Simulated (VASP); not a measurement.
# Ga5N6 in VASP: a series of runs

The runs below take Ga5N6 through single point, with PBE.

Everything below comes from runs of VASP 6.6.1. Logs are shortened: lines on timing, memory, paths and dates and some standing lists are left out, and cuts for length are marked.

## 1. The cell of the first run

The cell holds a slab with vacuum, 11 atoms: a = 3.216 Å, b = 3.216 Å, c = 26.371 Å, α = 90.00°, β = 90.00°, γ = 90.00°.

## 2. Single point, PBE

File INCAR:

```
PREC = Accurate
ENCUT = 520
EDIFF = 1E-6
ISMEAR = 0
SIGMA = 0.05
LREAL = False
LASPH = True
NELM = 60
ALGO = Normal
ISIF = 2
LWAVE = False
LCHARG = True
LDIPOL = True
IDIPOL = 3
DIPOL = 0.5 0.5 0.500
GGA = PE
LELF = True
LVHAR = True
LVACPOTAV = True
NBANDS = 58
```

File KPOINTS:

```
Automatic mesh
0
Gamma
  8 8 1
```

File POSCAR:

```
Ga5N6
1.0
    3.2162589223      0.0000000000      0.0000000000
    0.0000000000      3.2162589223      0.0000000000
    0.0000000000      0.0000000000     26.3711924699
N Ga
6 5
Direct
    0.0000000000      0.5000000000      0.2844012461
    0.5000000000      0.0000000000      0.3706407477
    0.0000000000      0.5000000000      0.4568802492
    0.5000000000      0.0000000000      0.5431197508
    0.0000000000      0.5000000000      0.6293592523
    0.5000000000      0.0000000000      0.7155987539
    0.5000000000      0.5000000000      0.3275209969
    0.0000000000      0.0000000000      0.4137604984
    0.5000000000      0.5000000000      0.5000000000
    0.0000000000      0.0000000000      0.5862395016
    0.5000000000      0.5000000000      0.6724790031
```

Potentials or basis: VASP PAW PBE potentials, release 64 (N, Ga_d).

Launch:

```sh
> cat potpaw_PBE.64/N/POTCAR potpaw_PBE.64/Ga_d/POTCAR > POTCAR
> mpirun -np 1 vasp_std > vasp.out
```

OUTCAR:

```text
PREC = Accurate
   ENCUT = 520
   EDIFF = 1E-6
   ISMEAR = 0
   LREAL = False
   LASPH = True
   NELM = 60
   ISIF = 2
   GGA = PE

 ion  position               nearest neighbor table
   1  0.000  0.500  0.284-   7 1.97   7 1.97
   2  0.500  0.000  0.371-   8 1.97   8 1.97   7 1.97   7 1.97
   3  0.000  0.500  0.457-   8 1.97   8 1.97   9 1.97   9 1.97
   4  0.500  0.000  0.543-  10 1.97  10 1.97   9 1.97   9 1.97
   5  0.000  0.500  0.629-  10 1.97  10 1.97  11 1.97  11 1.97
   6  0.500  0.000  0.716-  11 1.97  11 1.97
   7  0.500  0.500  0.328-   1 1.97   1 1.97   2 1.97   2 1.97
   8  0.000  0.000  0.414-   2 1.97   2 1.97   3 1.97   3 1.97
   9  0.500  0.500  0.500-   3 1.97   4 1.97   4 1.97   3 1.97
  10  0.000  0.000  0.586-   5 1.97   5 1.97   4 1.97   4 1.97
  11  0.500  0.500  0.672-   6 1.97   6 1.97   5 1.97   5 1.97

  LATTYP: Found a simple tetragonal cell.
 ALAT       =     3.2162589223
 C/A-ratio  =     8.1993375244

  Lattice vectors:

 A1 = (   3.2162589223,   0.0000000000,   0.0000000000)
 A2 = (   0.0000000000,   3.2162589223,   0.0000000000)
 A3 = (   0.0000000000,   0.0000000000,  26.3711924699)

Analysis of symmetry for initial positions (statically):
=====================================================================
 Subroutine PRICEL returns:
 Original cell was already a primitive cell.

 Routine SETGRP: Setting up the symmetry group for a
 simple tetragonal supercell.

 Subroutine GETGRP returns: Found  8 space group operations
 (whereof  8 operations were pure point group operations)
 out of a pool of 16 trial point group operations.

The static configuration has the point symmetry D_2d.

Analysis of symmetry for dynamics (positions and initial velocities):
=====================================================================
 Subroutine PRICEL returns:
 Original cell was already a primitive cell.

 Routine SETGRP: Setting up the symmetry group for a
 simple tetragonal supercell.

 Subroutine GETGRP returns: Found  8 space group operations
 (whereof  8 operations were pure point group operations)
 out of a pool of 16 trial point group operations.

The dynamic configuration has the point symmetry D_2d.

 Subroutine INISYM returns: Found  8 space group operations
 (whereof  8 operations are pure point group operations),
 and found     1 'primitive' translations

----------------------------------------------------------------------------------------

                                     Primitive cell

  volume of cell :     272.7921

  direct lattice vectors                    reciprocal lattice vectors
     3.216258922  0.000000000  0.000000000     0.310920241  0.000000000  0.000000000
     0.000000000  3.216258922  0.000000000     0.000000000  0.310920241  0.000000000
     0.000000000  0.000000000 26.371192470     0.000000000  0.000000000  0.037920166

  length of vectors
     3.216258922  3.216258922 26.371192470     0.310920241  0.310920241  0.037920166

  position of ions in fractional coordinates (direct lattice)
     0.000000000  0.500000000  0.284401246
     0.500000000  0.000000000  0.370640748
     0.000000000  0.500000000  0.456880249
     0.500000000  0.000000000  0.543119751
     0.000000000  0.500000000  0.629359252
     0.500000000  0.000000000  0.715598754
     0.500000000  0.500000000  0.327520997
     0.000000000  0.000000000  0.413760498
     0.500000000  0.500000000  0.500000000
     0.000000000  0.000000000  0.586239502
     0.500000000  0.500000000  0.672479003

  ion indices of the primitive-cell ions
   primitive index   ion index
                 1           1
                 2           2
                 3           3
                 4           4
                 5           5
                 6           6
                 7           7
                 8           8
                 9           9
                10          10
                11          11

----------------------------------------------------------------------------------------

 KPOINTS: Automatic mesh

Automatic generation of k-mesh.
 Grid dimensions read from file:
 generate k-points for:    8    8    1

 Generating k-lattice:

  Cartesian coordinates                     Fractional coordinates (reciprocal lattice)
     0.038865030  0.000000000  0.000000000     0.125000000  0.000000000  0.000000000
     0.000000000  0.038865030  0.000000000     0.000000000  0.125000000  0.000000000
     0.000000000  0.000000000  0.037920166     0.000000000  0.000000000  1.000000000

  Length of vectors
     0.038865030  0.038865030  0.037920166

  Shift w.r.t. Gamma in fractional coordinates (k-lattice)
     0.000000000  0.000000000  0.000000000

 Subroutine IBZKPT returns following result:
 ===========================================

 Found     15 irreducible k-points:

 Following reciprocal coordinates:
            Coordinates               Weight
  0.000000  0.000000  0.000000      1.000000
  0.125000  0.000000  0.000000      4.000000
  0.250000  0.000000  0.000000      4.000000
  0.375000  0.000000  0.000000      4.000000
  0.500000  0.000000  0.000000      2.000000
  0.125000  0.125000  0.000000      4.000000
  0.250000  0.125000  0.000000      8.000000
  0.375000  0.125000  0.000000      8.000000
  0.500000  0.125000  0.000000      4.000000
  0.250000  0.250000  0.000000      4.000000
  0.375000  0.250000  0.000000      8.000000
  0.500000  0.250000  0.000000      4.000000
  0.375000  0.375000  0.000000      4.000000
  0.500000  0.375000  0.000000      4.000000
  0.500000  0.500000  0.000000      1.000000
   k-points           NKPTS =     15   k-points in BZ     NKDIM =     15   number of bands    NBANDS=     58
   number of dos      NEDOS =    301   number of ions     NIONS =     11
   total plane-waves  NPLWV = 112896
   dimension x,y,z NGX =    24 NGY =   24 NGZ =  196
   dimension x,y,z NGXF=    48 NGYF=   48 NGZF=  392
   ions per type =               6   5
   NGX,Y,Z   is equivalent  to a cutoff of  12.41, 12.41, 12.36 a.u.
   NGXF,Y,Z  is equivalent  to a cutoff of  24.81, 24.81, 24.71 a.u.
 SYSTEM =  unknown system
   PREC   = accura    normal or accurate (medium, high low for compatibility)
   ISTART =      0    job   : 0-new  1-cont  2-samecut
   ICHARG =      2    charge: 1-file 2-atom 10-const
   ISPIN  =      1    spin polarized calculation?
   LNONCOLLINEAR =      F non collinear calculations
   LSORBIT =      F    spin-orbit coupling
   LASPH  =      T    aspherical Exc in radial PAW
   ENCUT  =  520.0 eV  38.22 Ry    6.18 a.u.   5.98  5.98 49.03*2*pi/ulx,y,z
   NELM   =     60;   NELMIN=  2; NELMDL= -5     # of ELM steps
   EDIFF  = 0.1E-05   stopping-criterion for ELM
   LREAL  =      F    real-space projection
   EDIFFG = 0.1E-04   stopping-criterion for IOM
   NSW    =      0    number of steps for IOM
   IBRION =     -1    ionic relax: 0-MD 1-quasi-New 2-CG
   NFREE  =      0    steps in history (QN), initial steepest desc. (CG)
   ISIF   =      2    stress and relaxation
   ISYM   =      2    0-nonsym 1-usesym 2-fastsym
   POTIM  = 0.5000    time-step for ionic-motion
   TEBEG  =    0.0;   TEEND  =   0.0 temperature during run
   PSTRESS=    0.0 pullay stress
   NELECT =      95.0000    total number of electrons
   NUPDOWN=      -1.0000    fix difference up-down
   EMIN   =  10.00;   EMAX   =-10.00  energy-range for DOS
   EFERMI =   0.00;   METHOD = LEGACY
   ISMEAR =     0;   SIGMA  =   0.05  broadening in eV -4-tet -1-fermi 0-gaus
   EFERMI_NEDOS =   21; number of points for ismear=-14 and -15
   IALGO  =     38    algorithm
   IMIX   =      4    mixing-type and parameters
     AMIX     =   0.40;   BMIX     =  1.00
     AMIX_MAG =   1.60;   BMIX_MAG =  1.00
  volume/ion in A,a.u.               =      24.80       167.35
  Fermi-wavevector in a.u.,A,eV,Ry     =   1.151787  2.176562 18.049664  1.326613
  Thomas-Fermi vector in A             =   2.288442
   LORBIT       =      0    0 simple, 1 ext, 2 COOP (PROOUT), +10 PAW based schemes
   GGA     = PE    functional components
   LHFCALC =     F    Hartree Fock is set to
   AEXX    =    0.0000 exact exchange contribution
   IVDW    =     0    specifies the selected vdW correction
   LEPSILON=     F    determine dielectric tensor
   LRPA    =     F    only Hartree local field effects (RPA)
 non-spin polarized calculation
 Gauss-broadening in eV      SIGMA  =   0.05
  energy-cutoff  :      520.00
  volume of cell :      272.79
 maximum number of plane-waves:      7418
 NGX is ok and might be reduce to    24
   NGX = 11   NGY = 11   NGZ = 99

 dipolmoment           0.000000      0.000000      0.000000 electrons x Angstroem

 number of electron      95.0000029 magnetization

 dipolmoment           0.000000      0.000000     -0.000000 electrons x Angstroem

 Free energy of the ion-electron system (eV)
  ---------------------------------------------------
  ext. energy  EPLUGINS =         0.00000000
  ---------------------------------------------------
  free energy    TOTEN  =       -61.65009722 eV

  energy without entropy =      -61.63550245  energy(sigma->0) =      -61.64279983

 E-fermi :  -2.1065     XC(G=0):  -5.9728

 val. band max:       -2.1110661150   @ k =   0.3750   0.1250   0.0000
 cond. band min:      -2.1006045975   @ k =   0.0000   0.0000   0.0000
 fundamental gap:      0.0104615174
 Fermi energy:        -2.1065259820

 k-point     1 :       0.0000    0.0000    0.0000
  band No.  band energies     occupation
      1     -18.0999      2.00000
      2     -17.6974      2.00000
      3     -17.3595      2.00000
      4     -17.2805      2.00000
      5     -16.0046      2.00000
      6     -16.0024      2.00000
[... 904 lines left out ...]
     57       5.3409      0.00000
     58       5.3422      0.00000

------------------------ aborting loop because EDIFF is reached ----------------------------------------

  FORCE on cell =-STRESS in cart. coord.  units (eV):
  Direction    XX          YY          ZZ          XY          YZ          ZX
  --------------------------------------------------------------------------------------
  -------------------------------------------------------------------------------------
  Total       -1.1474395     -1.1474395     -2.4068179      0.0000000      0.0000000     -0.0000000
  in kB       -6.7392041     -6.7392041    -14.1358537      0.0000000      0.0000000     -0.0000000
  external PRESSURE =      -9.2047540 kB  Pullay stress =       0.0000000 kB

 VOLUME and BASIS-vectors are now :
 -----------------------------------------------------------------------------
  energy-cutoff  :      520.00
  volume of cell :      272.79
      direct lattice vectors                 reciprocal lattice vectors
     3.216258922  0.000000000  0.000000000     0.310920241  0.000000000  0.000000000
     0.000000000  3.216258922  0.000000000     0.000000000  0.310920241  0.000000000
     0.000000000  0.000000000 26.371192470     0.000000000  0.000000000  0.037920166

 POSITION                                       TOTAL-FORCE (eV/Angst)
 -----------------------------------------------------------------------------------
      0.00000      1.60813      7.50000         0.000000      0.000000      1.322446
      1.60813      0.00000      9.77424         0.000000     -0.000000      0.560194
      0.00000      1.60813     12.04848         0.000000      0.000000      0.082978
      1.60813      0.00000     14.32272         0.000000     -0.000000     -0.082978
      0.00000      1.60813     16.59695         0.000000      0.000000     -0.560194
      1.60813      0.00000     18.87119         0.000000     -0.000000     -1.322446
      1.60813      1.60813      8.63712        -0.000000      0.000000     -1.699835
      0.00000      0.00000     10.91136         0.000000      0.000000     -0.276360
      1.60813      1.60813     13.18560         0.000000      0.000000      0.000000
      0.00000      0.00000     15.45983         0.000000      0.000000      0.276360
      1.60813      1.60813     17.73407        -0.000000      0.000000      1.699835
 -----------------------------------------------------------------------------------
    total drift:                                0.000000      0.000000      0.000000

  FREE ENERGIE OF THE ION-ELECTRON SYSTEM (eV)
  ---------------------------------------------------
  free  energy   TOTEN  =       -61.6500972216 eV

  energy  without entropy=      -61.6355024473  energy(sigma->0) =      -61.64279983

 vacuum level on the upper side and lower side of the slab         6.118         6.118
```

Run time: 3 min. Hardware: 1 thread of Intel Xeon 6975P-C (Granite Rapids), shared host; peak memory 0.42 GiB.

What came out:

| Quantity | Value |
| --- | --- |
| Free energy | -61.6501 eV |
| Largest force | 1.700 eV/Å |
| Band gap on the k mesh | zero (an odd number of electrons rules out a gap without spin polarisation) |

Forces on the atoms (eV/Å):
```
N    0.000  0.000  1.322
N    0.000  0.000  0.560
N    0.000  0.000  0.083
N    0.000  0.000 -0.083
N    0.000  0.000 -0.560
N    0.000  0.000 -1.322
Ga   0.000  0.000 -1.700
Ga   0.000  0.000 -0.276
Ga   0.000  0.000  0.000
Ga   0.000  0.000  0.276
Ga   0.000  0.000  1.700
```

Levels at points of the mesh, in eV from the Fermi level:
```tsv
k point	band 46	band 47	band 48	band 49	band 50	band 51
(0.00, 0.00, 0.00)	0.01	0.03	0.77	0.77	2.11	3.28
(0.50, 0.00, 0.00)	-0.39	-0.16	0.00	0.97	4.54	4.58
(0.50, 0.50, 0.00)	-0.66	-0.66	-0.61	-0.60	3.66	3.66
```

## 3. Single point, PBE

File INCAR:

```
SYSTEM = Ga5N6
ALGO = Normal
DIPOL = 0.5 0.5 0.500
EDIFF = 1E-6
ENCUT = 520
GGA = PE
IDIPOL = 3
ISIF = 2
ISMEAR = 0
LASPH = .TRUE.
LCHARG = .FALSE.
LDIPOL = .TRUE.
LREAL = .FALSE.
LWAVE = .FALSE.
NBANDS = 58
NELM = 100
PREC = Accurate
SIGMA = 0.01
```

File KPOINTS:

```
k-points
0
G
  8 8 1
  0 0 0
```

POSCAR is that of step 2.

Potentials or basis: VASP PAW PBE potentials, release 64 (N, Ga_d).

Launch:

```sh
> cat potpaw_PBE.64/N/POTCAR potpaw_PBE.64/Ga_d/POTCAR > POTCAR
> mpirun -np 1 vasp_std > vasp.out
```

Run time: 3.1 min. Hardware: 1 thread of Intel Xeon 6975P-C (Granite Rapids), shared host; peak memory 0.43 GiB.

It converged, with:

| Property | Result |
| --- | --- |
| Free energy | -61.6419 eV |
| Largest force | 1.701 eV/Å |
| Band gap on the k mesh | zero (an odd number of electrons rules out a gap without spin polarisation) |

Forces in eV/Å, atoms in the order of the input:
```
N    0.000  0.000  1.330
N    0.000  0.000  0.552
N    0.000  0.000  0.082
N    0.000  0.000 -0.082
N    0.000  0.000 -0.552
N    0.000  0.000 -1.330
Ga   0.000  0.000 -1.701
Ga   0.000  0.000 -0.275
Ga   0.000  0.000  0.000
Ga   0.000  0.000  0.275
Ga   0.000  0.000  1.701
```

Levels at points of the mesh, in eV from the Fermi level:
| k point | band 45 | band 46 | band 47 | band 48 | band 49 | band 50 | band 51 | band 52 |
| --- | --- | --- | --- | --- | --- | --- | --- | --- |
| (0.00, 0.00, 0.00) | 0.01 | 0.01 | 0.04 | 0.77 | 0.77 | 2.11 | 3.29 | 3.39 |
| (0.50, 0.00, 0.00) | -0.63 | -0.38 | -0.16 | 0.00 | 0.97 | 4.55 | 4.58 | 5.54 |
| (0.50, 0.50, 0.00) | -2.41 | -0.66 | -0.66 | -0.61 | -0.60 | 3.66 | 3.66 | 5.14 |
